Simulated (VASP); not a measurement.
# HgTe (rocksalt type) (Fm-3m) in VASP: a series of runs, part 2 of 2

VASP 6.6.1. The steps go on from the part before.

### 5 Single point, PBE

This run uses another cell than the first one, of 29.01 Å³/atom.

Input file INCAR:

```
SYSTEM = HgTe
PREC = Accurate
ENCUT = 520
EDIFF = 1E-6
ISMEAR = -1
SIGMA = 0.05
LREAL = .False.
LASPH = .True.
NELM = 80
ALGO = Normal
ISIF = 2
LWAVE = .False.
LCHARG = .True.
GGA = PE
LELF = .True.
LVHAR = .True.
NBANDS = 16
```

Input file KPOINTS:

```
regular mesh
0
Gamma
  12 12 12
  0 0 0
```

Input file POSCAR:

```
HgTe
1.0
    0.0000000000      3.0727358056      3.0727358056
    3.0727358056      0.0000000000      3.0727358056
    3.0727358056      3.0727358056      0.0000000000
Hg Te
1 1
Direct
    0.0000000000      0.0000000000      0.0000000000
    0.5000000000      0.5000000000      0.5000000000
```

Potentials or basis: VASP PAW PBE potentials, release 64 (Hg, Te).

Run with:

```console
> cat potpaw_PBE.64/Hg/POTCAR potpaw_PBE.64/Te/POTCAR > POTCAR
> mpirun -np 1 vasp_std > vasp.out
```

OUTCAR:

```text
SYSTEM = HgTe
   PREC = Accurate
   ENCUT = 520
   EDIFF = 1E-6
   ISMEAR = -1
   LREAL = .False.
   LASPH = .True.
   NELM = 80
   ISIF = 2
   GGA = PE

 ion  position               nearest neighbor table
   1  0.000  0.000  0.000-   2 3.07   2 3.07   2 3.07   2 3.07   2 3.07   2 3.07
   2  0.500  0.500  0.500-   1 3.07   1 3.07   1 3.07   1 3.07   1 3.07   1 3.07

  LATTYP: Found a face centered cubic cell.
 ALAT       =     6.1454716112

  Lattice vectors:

 A1 = (   0.0000000000,   3.0727358056,   3.0727358056)
 A2 = (   3.0727358056,   0.0000000000,   3.0727358056)
 A3 = (   3.0727358056,   3.0727358056,   0.0000000000)

Analysis of symmetry for initial positions (statically):
=====================================================================
 Subroutine PRICEL returns:
 Original cell was already a primitive cell.

 Routine SETGRP: Setting up the symmetry group for a
 face centered cubic supercell.

 Subroutine GETGRP returns: Found 48 space group operations
 (whereof 48 operations were pure point group operations)
 out of a pool of 48 trial point group operations.

The static configuration has the point symmetry O_h .

Analysis of symmetry for dynamics (positions and initial velocities):
=====================================================================
 Subroutine PRICEL returns:
 Original cell was already a primitive cell.

 Routine SETGRP: Setting up the symmetry group for a
 face centered cubic supercell.

 Subroutine GETGRP returns: Found 48 space group operations
 (whereof 48 operations were pure point group operations)
 out of a pool of 48 trial point group operations.

The dynamic configuration has the point symmetry O_h .

 Subroutine INISYM returns: Found 48 space group operations
 (whereof 48 operations are pure point group operations),
 and found     1 'primitive' translations

----------------------------------------------------------------------------------------

                                     Primitive cell

  volume of cell :      58.0237

  direct lattice vectors                    reciprocal lattice vectors
     0.000000000  3.072735806  3.072735806    -0.162721442  0.162721442  0.162721442
     3.072735806  0.000000000  3.072735806     0.162721442 -0.162721442  0.162721442
     3.072735806  3.072735806  0.000000000     0.162721442  0.162721442 -0.162721442

  length of vectors
     4.345504650  4.345504650  4.345504650     0.281841804  0.281841804  0.281841804

  position of ions in fractional coordinates (direct lattice)
     0.000000000  0.000000000  0.000000000
     0.500000000  0.500000000  0.500000000

  ion indices of the primitive-cell ions
   primitive index   ion index
                 1           1
                 2           2

----------------------------------------------------------------------------------------

 KPOINTS: regular mesh

Automatic generation of k-mesh.
 Grid dimensions read from file:
 generate k-points for:   12   12   12

 Generating k-lattice:

  Cartesian coordinates                     Fractional coordinates (reciprocal lattice)
    -0.013560120  0.013560120  0.013560120     0.083333333  0.000000000  0.000000000
     0.013560120 -0.013560120  0.013560120     0.000000000  0.083333333  0.000000000
     0.013560120  0.013560120 -0.013560120     0.000000000  0.000000000  0.083333333

  Length of vectors
     0.023486817  0.023486817  0.023486817

  Shift w.r.t. Gamma in fractional coordinates (k-lattice)
     0.000000000  0.000000000  0.000000000

 Subroutine IBZKPT returns following result:
 ===========================================

 Found     72 irreducible k-points:

 Following reciprocal coordinates:
            Coordinates               Weight
  0.000000  0.000000  0.000000      1.000000
  0.083333  0.000000  0.000000      8.000000
  0.166667  0.000000  0.000000      8.000000
  0.250000  0.000000  0.000000      8.000000
  0.333333  0.000000  0.000000      8.000000
  0.416667  0.000000  0.000000      8.000000
[... 16 lines left out ...]
  0.500000  0.166667  0.000000     24.000000
 -0.416667  0.166667  0.000000     24.000000
 [... further k-points ...]
   k-points           NKPTS =     72   k-points in BZ     NKDIM =     72   number of bands    NBANDS=     16
   number of dos      NEDOS =    301   number of ions     NIONS =      2
   total plane-waves  NPLWV =  32768
   dimension x,y,z NGX =    32 NGY =   32 NGZ =   32
   dimension x,y,z NGXF=    64 NGYF=   64 NGZF=   64
   ions per type =               1   1
   NGX,Y,Z   is equivalent  to a cutoff of  12.24, 12.24, 12.24 a.u.
   NGXF,Y,Z  is equivalent  to a cutoff of  24.48, 24.48, 24.48 a.u.
 SYSTEM =  HgTe
   PREC   = accura    normal or accurate (medium, high low for compatibility)
   ISTART =      0    job   : 0-new  1-cont  2-samecut
   ICHARG =      2    charge: 1-file 2-atom 10-const
   ISPIN  =      1    spin polarized calculation?
   LNONCOLLINEAR =      F non collinear calculations
   LSORBIT =      F    spin-orbit coupling
   LASPH  =      T    aspherical Exc in radial PAW
   ENCUT  =  520.0 eV  38.22 Ry    6.18 a.u.   8.08  8.08  8.08*2*pi/ulx,y,z
   NELM   =     80;   NELMIN=  2; NELMDL= -5     # of ELM steps
   EDIFF  = 0.1E-05   stopping-criterion for ELM
   LREAL  =      F    real-space projection
[... 7 lines left out ...]
   TEBEG  =    0.0;   TEEND  =   0.0 temperature during run
   PSTRESS=    0.0 pullay stress
   NELECT =      18.0000    total number of electrons
   NUPDOWN=      -1.0000    fix difference up-down
   EMIN   =  10.00;   EMAX   =-10.00  energy-range for DOS
   EFERMI =   0.00;   METHOD = LEGACY
   ISMEAR =    -1;   SIGMA  =   0.05  broadening in eV -4-tet -1-fermi 0-gaus
   EFERMI_NEDOS =   21; number of points for ismear=-14 and -15
   IALGO  =     38    algorithm
   IMIX   =      4    mixing-type and parameters
     AMIX     =   0.40;   BMIX     =  1.00
     AMIX_MAG =   1.60;   BMIX_MAG =  1.00
  volume/ion in A,a.u.               =      29.01       195.78
  Fermi-wavevector in a.u.,A,eV,Ry     =   1.108231  2.094254 16.710360  1.228177
  Thomas-Fermi vector in A             =   2.244756
   LORBIT       =      0    0 simple, 1 ext, 2 COOP (PROOUT), +10 PAW based schemes
   GGA     = PE    functional components
   LHFCALC =     F    Hartree Fock is set to
   AEXX    =    0.0000 exact exchange contribution
   IVDW    =     0    specifies the selected vdW correction
   LEPSILON=     F    determine dielectric tensor
   LRPA    =     F    only Hartree local field effects (RPA)
 non-spin polarized calculation
  energy-cutoff  :      520.00
  volume of cell :       58.02
 maximum number of plane-waves:      1588
   NGX = 17   NGY = 17   NGZ = 17

 number of electron      18.0000000 magnetization

 Free energy of the ion-electron system (eV)
  ---------------------------------------------------
  ext. energy  EPLUGINS =         0.00000000
  ---------------------------------------------------
  free energy    TOTEN  =        -3.34737764 eV

  energy without entropy =       -3.33751688  energy(sigma->0) =       -3.34244726

 E-fermi :   4.1213     XC(G=0):  -9.7660

 val. band max:        4.0515722732   @ k =  -0.1667   0.2500   0.0833
 cond. band min:       4.1253051892   @ k =   0.3333   0.0000   0.0000
 fundamental gap:      0.0737329160
 Fermi energy:         4.1213132353

 k-point     1 :       0.0000    0.0000    0.0000
  band No.  band energies     occupation
      1      -7.7301      2.00000
      2      -2.4783      2.00000
      3      -2.4783      2.00000
      4      -2.4212      2.00000
      5      -2.4212      2.00000
      6      -2.4212      2.00000
[... 8 lines left out ...]
     15      11.8668      0.00000
     16      11.8668      0.00000

 k-point     2 :       0.0833    0.0000    0.0000
  band No.  band energies     occupation
      1      -7.6721      2.00000
      2      -2.4993      2.00000
      3      -2.4993      2.00000
      4      -2.4282      2.00000
      5      -2.4135      2.00000
      6      -2.4135      2.00000
[... 8 lines left out ...]
     15      12.0656      0.00000
     16      12.0656      0.00000
[... 387 lines left out ...]
      5      -2.2638      2.00000
      6      -2.2517      2.00000
[... 8 lines left out ...]
     15      15.2182      0.00000
     16      15.5992      0.00000

 k-point    24 :      -0.4167    0.1667    0.0000
  band No.  band energies     occupation
      1      -6.5881      2.00000
      2      -2.7527      2.00000
      3      -2.7462      2.00000
      4      -2.5741      2.00000
      5      -2.2631      2.00000
      6      -2.2442      2.00000
[... 8 lines left out ...]
     15      14.3060      0.00000
     16      14.7763      0.00000

 [... further k-points ...]

------------------------ aborting loop because EDIFF is reached ----------------------------------------

  FORCE on cell =-STRESS in cart. coord.  units (eV):
  Direction    XX          YY          ZZ          XY          YZ          ZX
  --------------------------------------------------------------------------------------
  -------------------------------------------------------------------------------------
  Total        0.0214425      0.0214425      0.0214425     -0.0000000      0.0000000      0.0000000
  in kB        0.5920789      0.5920789      0.5920789     -0.0000000      0.0000000      0.0000000
  external PRESSURE =       0.5920789 kB  Pullay stress =       0.0000000 kB

 VOLUME and BASIS-vectors are now :
 -----------------------------------------------------------------------------
  energy-cutoff  :      520.00
  volume of cell :       58.02
      direct lattice vectors                 reciprocal lattice vectors
     0.000000000  3.072735806  3.072735806    -0.162721442  0.162721442  0.162721442
     3.072735806  0.000000000  3.072735806     0.162721442 -0.162721442  0.162721442
     3.072735806  3.072735806  0.000000000     0.162721442  0.162721442 -0.162721442

 POSITION                                       TOTAL-FORCE (eV/Angst)
 -----------------------------------------------------------------------------------
      0.00000      0.00000      0.00000        -0.000000     -0.000000     -0.000000
      3.07274      3.07274      3.07274         0.000000      0.000000      0.000000
 -----------------------------------------------------------------------------------
    total drift:                                0.000000     -0.000000     -0.000000

  FREE ENERGIE OF THE ION-ELECTRON SYSTEM (eV)
  ---------------------------------------------------
  free  energy   TOTEN  =        -3.3473776371 eV

  energy  without entropy=       -3.3375168770  energy(sigma->0) =       -3.34244726
```

OSZICAR:

```text
N       E                     dE             d eps       ncg     rms          rms(c)
DAV:   1     0.104720146562E+03    0.10472E+03   -0.81989E+03  2320   0.990E+02
DAV:   2    -0.906443173039E-01   -0.10481E+03   -0.96906E+02  2688   0.230E+02
DAV:   3    -0.352291608168E+01   -0.34323E+01   -0.34168E+01  2832   0.429E+01
DAV:   4    -0.354692396603E+01   -0.24008E-01   -0.24006E-01  3136   0.340E+00
DAV:   5    -0.354713805792E+01   -0.21409E-03   -0.21409E-03  2992   0.253E-01    0.676E+00
DAV:   6    -0.335162537279E+01    0.19551E+00   -0.39586E-01  2720   0.789E+00    0.537E+00
DAV:   7    -0.334788828913E+01    0.37371E-02   -0.62593E-02  2760   0.171E+00    0.207E+00
DAV:   8    -0.334736019975E+01    0.52809E-03   -0.52966E-03  2608   0.807E-01    0.429E-01
DAV:   9    -0.334735312014E+01    0.70796E-05   -0.48610E-04  2992   0.221E-01    0.498E-02
DAV:  10    -0.334737112902E+01   -0.18009E-04   -0.50965E-05  2800   0.595E-02    0.331E-02
DAV:  11    -0.334737776779E+01   -0.66388E-05   -0.93158E-06  2912   0.209E-02    0.129E-02
DAV:  12    -0.334737763714E+01    0.13065E-06   -0.95347E-07  1896   0.660E-03
   1 F= -.33473776E+01 E0= -.33424473E+01  d E =-.986076E-02
```

Wall time 67 s (1 thread of Intel Xeon 8259CL, shared host); peak memory 0.22 GiB.

Results:

```
Free energy            : -3.3474 eV
Pressure               : 0.1 GPa
Band gap on the k mesh : zero (bands 9 and 10 overlap by 2.43 eV)
```

Levels at points of the mesh, in eV from the Fermi level:
```tsv
k point	band 5	band 6	band 7	band 8	band 9	band 10	band 11	band 12	band 13	band 14
(0.00, 0.00, 0.00)	-6.54	-6.54	-1.02	-0.64	-0.64	-0.64	7.65	7.65	7.65	7.75
(0.50, 0.00, 0.00)	-6.39	-6.39	-5.39	0.28	0.28	2.69	3.59	4.02	4.02	10.32
(0.50, 0.50, 0.00)	-6.32	-5.77	-4.08	-2.69	-2.15	-2.15	4.91	9.06	9.06	9.54
```

Caveat: spin-orbit coupling is left out, which moves the levels of the heavy elements.

### 6 The runs side by side

| cell | k mesh | gap on the mesh (eV) | pressure (GPa) |
| --- | --- | --- | --- |
| a = 3.705 Å, angles 60.0°, 2 atoms | 13 × 13 × 13 | none | 79.7 |
| a = 3.706 Å, angles 60.0°, 2 atoms | 13 × 13 × 13 | none | 79.4 |
| a = 4.346 Å, angles 60.0°, 2 atoms | 12 × 12 × 12 | none | 0.1 |

Alike in all rows: task single point; level PBE; potentials or basis VASP PAW PBE potentials, release 64 (Hg, Te); no spin polarisation; cutoff (eV) 520; smearing fermi-dirac 0.05 eV.

Caveats: spin-orbit coupling is left out, which moves the levels of the heavy elements; the cell stands under pressure (at least some runs).

Absolute energies hang on the potentials; compare differences alone.
